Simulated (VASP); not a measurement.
# WC (I4mm) in VASP: further runs, part 3 of 3

VASP 6.6.1. Earlier steps stand in the parts before.

## 6. Single point, r2SCAN

Input file POSCAR:

```
WC
1.0
    0.0000000000      2.1926840000      2.1926840000
    2.1926840000      0.0000000000      2.1926840000
    2.1926840000      2.1926840000      0.0000000000
W C
1 1
Direct
   -0.0199527155     -0.0199527155      0.0199527155
    0.5000000000      0.5000000000      0.5000000000
```

Input file INCAR.step1:

```
ALGO     = Normal         # electronic algorithm
EDIFF    = 1E-4           # SCF threshold, eV
ENCUT    = 520            # plane-wave cutoff, eV
GGA      = PE             # functional
ISMEAR   = 0              # smearing method
LASPH    = True           # aspherical terms in the spheres
LCHARG   = False          # write CHGCAR
LREAL    = False          # projectors in reciprocal space
LWAVE    = True           # write WAVECAR
NBANDS   = 16             # bands
NELM     = 100            # most SCF steps
PREC     = Accurate       # precision mode
SIGMA    = 0.15           # smearing width, eV
```

Input file INCAR.step2:

```
ALGO     = Normal         # electronic algorithm
EDIFF    = 1E-6           # SCF threshold, eV
ENCUT    = 520            # plane-wave cutoff, eV
ISIF     = 2              # what is computed and relaxed
ISMEAR   = 0              # smearing method
ISTART   = 1            
LASPH    = True           # aspherical terms in the spheres
LCHARG   = True           # write CHGCAR
LELF     = True           # ELF
LMIXTAU  = True         
LREAL    = False          # projectors in reciprocal space
LVHAR    = True         
LWAVE    = False          # write WAVECAR
METAGGA  = R2SCAN         # meta-GGA
NBANDS   = 16             # bands
NELM     = 100            # most SCF steps
PREC     = Accurate       # precision mode
SIGMA    = 0.15           # smearing width, eV
```

Input file KPOINTS:

```
k-points
0
Gamma
  18 18 18
```

Potentials or basis: VASP PAW PBE potentials, release 64 (W_sv, C).

The run is started by

```
> cat potpaw_PBE.64/W_sv/POTCAR potpaw_PBE.64/C/POTCAR > POTCAR
> cp INCAR.step1 INCAR
> mpirun -np 1 vasp_std > vasp.out
> cp INCAR.step2 INCAR
> mpirun -np 1 vasp_std > vasp.out
```

OUTCAR:

```text
EDIFF = 1E-6
   ENCUT = 520
   ISIF = 2
   ISMEAR = 0
   ISTART = 1
   LASPH = True
   LREAL = False
   METAGGA = R2SCAN
   NELM = 100
   PREC = Accurate

 ion  position               nearest neighbor table
   1  0.980  0.980  0.020-   2 2.11   2 2.19   2 2.19   2 2.19   2 2.19   2 2.28
   2  0.500  0.500  0.500-   1 2.11   1 2.19   1 2.19   1 2.19   1 2.19   1 2.28

  LATTYP: Found a face centered cubic cell.
 ALAT       =     4.3853680000

  Lattice vectors:

 A1 = (   0.0000000000,   2.1926840000,   2.1926840000)
 A2 = (   2.1926840000,   0.0000000000,   2.1926840000)
 A3 = (   2.1926840000,   2.1926840000,   0.0000000000)

Analysis of symmetry for initial positions (statically):
=====================================================================
 Subroutine PRICEL returns:
 Original cell was already a primitive cell.

 Routine SETGRP: Setting up the symmetry group for a
 face centered cubic supercell.

 Subroutine GETGRP returns: Found  8 space group operations
 (whereof  8 operations were pure point group operations)
 out of a pool of 48 trial point group operations.

The static configuration has the point symmetry C_4v.

Analysis of symmetry for dynamics (positions and initial velocities):
=====================================================================
 Subroutine PRICEL returns:
 Original cell was already a primitive cell.

 Routine SETGRP: Setting up the symmetry group for a
 face centered cubic supercell.

 Subroutine GETGRP returns: Found  8 space group operations
 (whereof  8 operations were pure point group operations)
 out of a pool of 48 trial point group operations.

The dynamic configuration has the point symmetry C_4v.

 Subroutine INISYM returns: Found  8 space group operations
 (whereof  8 operations are pure point group operations),
 and found     1 'primitive' translations

----------------------------------------------------------------------------------------

                                     Primitive cell

  volume of cell :      21.0842

  direct lattice vectors                    reciprocal lattice vectors
     0.000000000  2.192684000  2.192684000    -0.228031034  0.228031034  0.228031034
     2.192684000  0.000000000  2.192684000     0.228031034 -0.228031034  0.228031034
     2.192684000  2.192684000  0.000000000     0.228031034  0.228031034 -0.228031034

  length of vectors
     3.100923451  3.100923451  3.100923451     0.394961337  0.394961337  0.394961337

  position of ions in fractional coordinates (direct lattice)
     0.980047285  0.980047285  0.019952715
     0.500000000  0.500000000  0.500000000

  ion indices of the primitive-cell ions
   primitive index   ion index
                 1           1
                 2           2

----------------------------------------------------------------------------------------

 KPOINTS: k-points

Automatic generation of k-mesh.
 Grid dimensions read from file:
 generate k-points for:   18   18   18

 Generating k-lattice:

  Cartesian coordinates                     Fractional coordinates (reciprocal lattice)
    -0.012668391  0.012668391  0.012668391     0.055555556  0.000000000  0.000000000
     0.012668391 -0.012668391  0.012668391     0.000000000  0.055555556  0.000000000
     0.012668391  0.012668391 -0.012668391     0.000000000  0.000000000  0.055555556

  Length of vectors
     0.021942296  0.021942296  0.021942296

  Shift w.r.t. Gamma in fractional coordinates (k-lattice)
     0.000000000  0.000000000  0.000000000

 Subroutine IBZKPT returns following result:
 ===========================================

 Found    480 irreducible k-points:

 Following reciprocal coordinates:
            Coordinates               Weight
  0.000000  0.000000  0.000000      1.000000
  0.055556  0.000000  0.000000      8.000000
  0.111111  0.000000  0.000000      8.000000
  0.166667  0.000000  0.000000      8.000000
  0.222222  0.000000  0.000000      8.000000
  0.277778  0.000000  0.000000      8.000000
[... 16 lines left out ...]
  0.388889  0.055556  0.000000      8.000000
  0.000000  0.388889  0.055556     16.000000
 [... further k-points ...]
   k-points           NKPTS =    480   k-points in BZ     NKDIM =    480   number of bands    NBANDS=     16
   number of dos      NEDOS =    301   number of ions     NIONS =      2
   total plane-waves  NPLWV =  13824
   dimension x,y,z NGX =    24 NGY =   24 NGZ =   24
   dimension x,y,z NGXF=    48 NGYF=   48 NGZF=   48
   ions per type =               1   1
   NGX,Y,Z   is equivalent  to a cutoff of  12.87, 12.87, 12.87 a.u.
   NGXF,Y,Z  is equivalent  to a cutoff of  25.73, 25.73, 25.73 a.u.
 SYSTEM =  unknown system
   PREC   = accura    normal or accurate (medium, high low for compatibility)
   ISTART =      1    job   : 0-new  1-cont  2-samecut
   ICHARG =      0    charge: 1-file 2-atom 10-const
   ISPIN  =      1    spin polarized calculation?
   LNONCOLLINEAR =      F non collinear calculations
   LSORBIT =      F    spin-orbit coupling
   LASPH  =      T    aspherical Exc in radial PAW
   ENCUT  =  520.0 eV  38.22 Ry    6.18 a.u.   5.77  5.77  5.77*2*pi/ulx,y,z
   NELM   =    100;   NELMIN=  2; NELMDL=  0     # of ELM steps
   EDIFF  = 0.1E-05   stopping-criterion for ELM
   LREAL  =      F    real-space projection
[... 7 lines left out ...]
   TEBEG  =    0.0;   TEEND  =   0.0 temperature during run
   PSTRESS=    0.0 pullay stress
   NELECT =      18.0000    total number of electrons
   NUPDOWN=      -1.0000    fix difference up-down
   EMIN   =  10.00;   EMAX   =-10.00  energy-range for DOS
   EFERMI =   0.00;   METHOD = LEGACY
   ISMEAR =     0;   SIGMA  =   0.15  broadening in eV -4-tet -1-fermi 0-gaus
   EFERMI_NEDOS =   21; number of points for ismear=-14 and -15
   IALGO  =     38    algorithm
   IMIX   =      4    mixing-type and parameters
     AMIX     =   0.40;   BMIX     =  1.00
     AMIX_MAG =   1.60;   BMIX_MAG =  1.00
  volume/ion in A,a.u.               =      10.54        71.14
  Fermi-wavevector in a.u.,A,eV,Ry     =   1.553029  2.934800 32.815887  2.411900
  Thomas-Fermi vector in A             =   2.657319
   LORBIT       =      0    0 simple, 1 ext, 2 COOP (PROOUT), +10 PAW based schemes
   METAGGA = R2SCAN    functional components
   LHFCALC =     F    Hartree Fock is set to
   AEXX    =    0.0000 exact exchange contribution
   IVDW    =     0    specifies the selected vdW correction
   LEPSILON=     F    determine dielectric tensor
   LRPA    =     F    only Hartree local field effects (RPA)
 non-spin polarized calculation
 Gauss-broadening in eV      SIGMA  =   0.15
  energy-cutoff  :      520.00
  volume of cell :       21.08
 maximum number of plane-waves:       588
   NGX = 11   NGY = 11   NGZ = 11

 number of electron      18.0000001 magnetization

 Free energy of the ion-electron system (eV)
  ---------------------------------------------------
  ext. energy  EPLUGINS =         0.00000000
  ---------------------------------------------------
  free energy    TOTEN  =       -60.60811245 eV

  energy without entropy =      -60.59955121  energy(sigma->0) =      -60.60383183

 E-fermi :  12.3796     XC(G=0): -14.8468

 val. band max:       12.3751326353   @ k =   0.2778   0.2222   0.0000
 cond. band min:      12.3915323781   @ k =   0.0000  -0.2778   0.2778
 fundamental gap:      0.0163997428
 Fermi energy:        12.3795881441

 k-point     1 :       0.0000    0.0000    0.0000
  band No.  band energies     occupation
      1     -65.0480      2.00000
      2     -28.3919      2.00000
      3     -28.3838      2.00000
      4     -28.3838      2.00000
      5      -4.3005      2.00000
      6       9.3404      2.00000
[... 8 lines left out ...]
     15      22.9622      0.00000
     16      36.1476      0.00000

 k-point     2 :       0.0556    0.0000    0.0000
  band No.  band energies     occupation
      1     -65.0468      2.00000
      2     -28.4073      2.00000
      3     -28.3902      2.00000
      4     -28.3859      2.00000
      5      -4.2109      2.00000
      6       8.9606      2.00000
[... 8 lines left out ...]
     15      23.1689      0.00000
     16      35.1996      0.00000
[... 387 lines left out ...]
      5      -1.0244      2.00000
      6       3.7087      2.00000
[... 8 lines left out ...]
     15      26.2946      0.00000
     16      26.5064      0.00000

 k-point    24 :       0.0000    0.3889    0.0556
  band No.  band energies     occupation
      1     -65.0123      2.00000
      2     -28.9118      2.00000
      3     -28.4574      2.00000
      4     -28.4465      2.00000
      5      -1.0266      2.00000
      6       3.7090      2.00000
[... 8 lines left out ...]
     15      26.2301      0.00000
     16      26.5055      0.00000

 [... further k-points ...]

------------------------ aborting loop because EDIFF is reached ----------------------------------------

  FORCE on cell =-STRESS in cart. coord.  units (eV):
  Direction    XX          YY          ZZ          XY          YZ          ZX
  --------------------------------------------------------------------------------------
  -------------------------------------------------------------------------------------
  Total       -0.4999777     -0.4999777      0.0462166      0.0000000      0.0000000     -0.0000000
  in kB      -37.9929579    -37.9929579      3.5119692      0.0000000      0.0000000     -0.0000000
  external PRESSURE =     -24.1579822 kB  Pullay stress =       0.0000000 kB

 VOLUME and BASIS-vectors are now :
 -----------------------------------------------------------------------------
  energy-cutoff  :      520.00
  volume of cell :       21.08
      direct lattice vectors                 reciprocal lattice vectors
     0.000000000  2.192684000  2.192684000    -0.228031034  0.228031034  0.228031034
     2.192684000  0.000000000  2.192684000     0.228031034 -0.228031034  0.228031034
     2.192684000  2.192684000  0.000000000     0.228031034  0.228031034 -0.228031034

 POSITION                                       TOTAL-FORCE (eV/Angst)
 -----------------------------------------------------------------------------------
      2.19268      2.19268      4.29787         0.000000      0.000000      0.523348
      2.19268      2.19268      2.19268         0.000000      0.000000     -0.523348
 -----------------------------------------------------------------------------------
    total drift:                                0.000000      0.000000     -0.000068

  FREE ENERGIE OF THE ION-ELECTRON SYSTEM (eV)
  ---------------------------------------------------
  free  energy   TOTEN  =       -60.6081124521 eV

  energy  without entropy=      -60.5995512137  energy(sigma->0) =      -60.60383183
```

Wall time 5.2 min (1 thread of Intel Xeon 6975P-C, shared host); peak memory 0.28 GiB.

Results:

```
Free energy            : -60.6081 eV
Pressure               : -2.4 GPa
Largest force          : 0.523 eV/Å
Band gap on the k mesh : zero (band 9 reaches 13.47 eV, above the bottom of band 10 at 10.30 eV)
```

Forces in eV/Å, atoms in the order of the input:
```
W    0.000  0.000  0.523
C    0.000  0.000 -0.523
```

Levels at points of the mesh, in eV from the Fermi level:
| k point | band 5 | band 6 | band 7 | band 8 | band 9 | band 10 | band 11 | band 12 | band 13 | band 14 |
| --- | --- | --- | --- | --- | --- | --- | --- | --- | --- | --- |
| (0.00, 0.00, 0.00) | -16.68 | -3.04 | -3.04 | -2.81 | -2.01 | -0.99 | -0.88 | -0.88 | -0.05 | 7.01 |
| (0.50, 0.00, 0.00) | -12.07 | -10.14 | -6.90 | -6.89 | 1.09 | 1.13 | 2.52 | 5.27 | 9.01 | 9.28 |
| (0.50, 0.50, 0.00) | -14.47 | -5.86 | -5.86 | -2.68 | -2.68 | 0.89 | 2.36 | 2.36 | 5.52 | 7.73 |
| (0.00, 0.50, 0.50) | -14.47 | -6.00 | -5.89 | -2.76 | -2.51 | 0.99 | 2.36 | 2.37 | 5.76 | 7.61 |

Caveat: the cell differs from its parent crystal (all W atoms moved +0.087 Å, as atom 1 towards its neighbour atom 2 (C) at 2.193 Å); the PAW data sets were made with another functional, which shifts forces and pressure a little; spin-orbit coupling is left out, which moves the levels of the heavy elements.
